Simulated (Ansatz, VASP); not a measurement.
**One calculation of PbO, two programs**

Contents of INCAR:

```
  PREC = Accurate
  ENCUT = 520
  EDIFF = 1E-6
  ISMEAR = 0
  SIGMA = 0.05
  LREAL = False
  LASPH = True
  NELM = 80
  ALGO = Normal
  ISIF = 2
  LWAVE = False
  LCHARG = False
  GGA = PS
  NBANDS = 28
```

KPOINTS

```
Automatic mesh
0
Gamma
  8 8 6
```

The input POSCAR:

```
PbO
1.0
    3.8551680000      0.0000000000      0.0000000000
    0.0000000000      3.8551680000      0.0000000000
    0.0000000000      0.0000000000      5.0973300000
Pb O
2 2
Direct
    0.0000000000      0.5000000000      0.2351000000
    0.5000000000      0.0000000000      0.7649000000
    0.0000000000      0.0000000000      0.0000000000
    0.5000000000      0.5000000000      0.0000000000
```

Input for Ansatz:

```yaml
crystal:
  lattice:
    - [3.855168, 0.0, 0.0]
    - [0.0, 3.855168, 0.0]
    - [0.0, 0.0, 5.09733]
  atoms:
    - { symbol: Pb, position: [0.0, 0.5, 0.2351] }
    - { symbol: Pb, position: [0.5, 0.0, 0.7649] }
    - { symbol: O, position: [0.0, 0.0, 0.0] }
    - { symbol: O, position: [0.5, 0.5, 0.0] }
basis:
  ecutwfc: 420
kpoints:
  mp_grid: { grid: [8, 8, 6] }
hamiltonian:
  xc: pbesol
scf:
  occupations: { method: gaussian, width: 0.05 }
output:
  forces: true
  stress: true
  eigenvalues: true
```

Change from the starting cell: strain -0.030 along x and y, +0.015 along z, atoms carried along.

Alike in both runs: task single point; functional PBEsol; k mesh 8 × 8 × 6; occupations gaussian, width 0.05 eV; no spin polarisation.

|  | VASP | Ansatz |
| --- | --- | --- |
| version | VASP 6.6.1 | Ansatz 0.2.0 |
| potentials or method | VASP PAW PBE potentials, release 64 (Pb_d, O), cutoff 520 eV | scalar-relativistic, plane waves, PAW |
| valence electrons in the cell | 40 | 40 |

Ansatz gave:

| Quantity | Value |
| --- | --- |
| gap on the k mesh at the Fermi level (eV) | 0.98 |
| least direct gap on the mesh (eV) | 2.28 |
| pressure (GPa) | 5.9 |
| traceless stress, the component that is largest in VASP (GPa) | -2.09 |
| rms of the force components (eV/Å) | 0.249 |

Q: What did VASP give for the same quantities?

A: gap on the k mesh at the Fermi level (eV): 0.98; least direct gap on the mesh (eV): 2.29; pressure (GPa): 6.0; traceless stress, the component that is largest in VASP (GPa): -2.10; rms of the force components (eV/Å): 0.270.

VASP's potentials were made for PBE, not for PBEsol. Atom by atom the forces differ by 0.021 eV/Å (rms over components). With one functional, cell and mesh, what is left measures potentials, basis and numerics.

Spin-orbit coupling is off throughout.
